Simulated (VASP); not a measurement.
Set up this calculation in VASP 6.6.1, as the native input.

```yaml
Task: single point
Functional: PBEsol
Dispersion: D3(BJ)
Potentials_or_basis: VASP PAW PBE potentials, release 64 (Mg)
Cutoff: 600 eV
k_mesh: 13 × 13 × 13
Occupations: methfessel-paxton, width 0.1 eV
Spin: no spin polarisation
Dipole_correction: no
Further_INCAR_settings: ALGO = Normal; EDIFF = 1e-06; NBANDS = 7
```

The structure of Mg lies in POSCAR:

```
Mg
1.0
   -1.8135996197      1.8135996197      1.7211309732
    1.8135996197     -1.8135996197      1.7211309732
    1.8135996197      1.8135996197     -1.7211309732
Mg
1
Direct
    0.0000000000      0.0000000000      0.0000000000
```

One way to write it, as run:

INCAR

```
PREC     = Accurate       # precision mode
ENCUT    = 600            # plane-wave cutoff, eV
EDIFF    = 1E-6           # SCF threshold, eV
ISMEAR   = 1              # smearing method
SIGMA    = 0.1            # smearing width, eV
LREAL    = F              # projectors in reciprocal space
LASPH    = T              # aspherical terms in the spheres
NELM     = 120            # most SCF steps
ALGO     = Normal         # electronic algorithm
ISIF     = 2              # what is computed and relaxed
LWAVE    = F              # write WAVECAR
LCHARG   = F              # write CHGCAR
GGA      = PS             # functional
IVDW     = 12             # dispersion correction
NBANDS   = 7              # bands
GGA_COMPAT= F
```

KPOINTS

```
regular mesh
0
Gamma
  13 13 13
```

Potentials or basis: VASP PAW PBE potentials, release 64 (Mg).

The run is started by

```bash
$ cat potpaw_PBE.64/Mg/POTCAR > POTCAR
$ mpirun -np 1 vasp_std > vasp.out
```

It gave:

```yaml
Pressure: -2.2 GPa
Band_gap_on_the_k_mesh: zero (bands 1 and 2 overlap by 4.12 eV)
Dispersion_energy_per_atom: -0.265 eV
```

Caveat: the PAW data sets were made with another functional, which shifts forces and pressure a little.

Wall time 23 s on 1 thread of Intel(R) Xeon(R) Platinum 8259CL CPU @ 2.50GHz (Skylake/Cascade Lake), on a shared host, peak memory 0.19 GiB.
